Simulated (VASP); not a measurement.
Here is a VASP 6.6.1 calculation.

INCAR

```
SYSTEM = Tl
PREC     = Accurate       ! precision mode
ENCUT    = 520            ! plane-wave cutoff, eV
EDIFF    = 1E-6           ! SCF threshold, eV
ISMEAR   = -1             ! smearing method
SIGMA    = 0.05           ! smearing width, eV
LREAL    = .False.        ! projectors in reciprocal space
LASPH    = .True.         ! aspherical terms in the spheres
NELM     = 80             ! most SCF steps
ALGO     = Normal         ! electronic algorithm
ISIF     = 2              ! what is computed and relaxed
LWAVE    = .False.        ! write WAVECAR
LCHARG   = .False.        ! write CHGCAR
GGA      = PS             ! functional
NBANDS   = 20             ! bands
```

File KPOINTS:

```
Automatic mesh
0
Gamma
  9 9 5
  0 0 0
```

The input POSCAR:

```
Tl
1.0
    3.5237819143      0.0000000000      0.0000000000
   -1.7618909571      3.0516846552      0.0000000000
    0.0000000000      0.0000000000      5.6333608439
Tl
2
Direct
    0.6666666667      0.3333333333      0.7500000000
    0.3333333333      0.6666666667      0.2500000000
```

Potentials or basis: VASP PAW PBE potentials, release 64 (Tl_d).

Run with:

```sh
$ cat potpaw_PBE.64/Tl_d/POTCAR > POTCAR
$ mpirun -np 1 vasp_std > vasp.out
```

Estimate the band gap on the k mesh.

zero (band 13 reaches 7.73 eV, above the bottom of band 14 at 4.33 eV).

Predict the pressure.

-1.7 GPa.

Stress tensor (GPa, compression positive):
```
-1.97  0.00  0.00
 0.00 -1.97  0.00
 0.00  0.00 -1.13
```

Caveat: the PAW data sets were made with another functional, which shifts forces and pressure a little; spin-orbit coupling is left out, which moves the levels of the heavy elements.
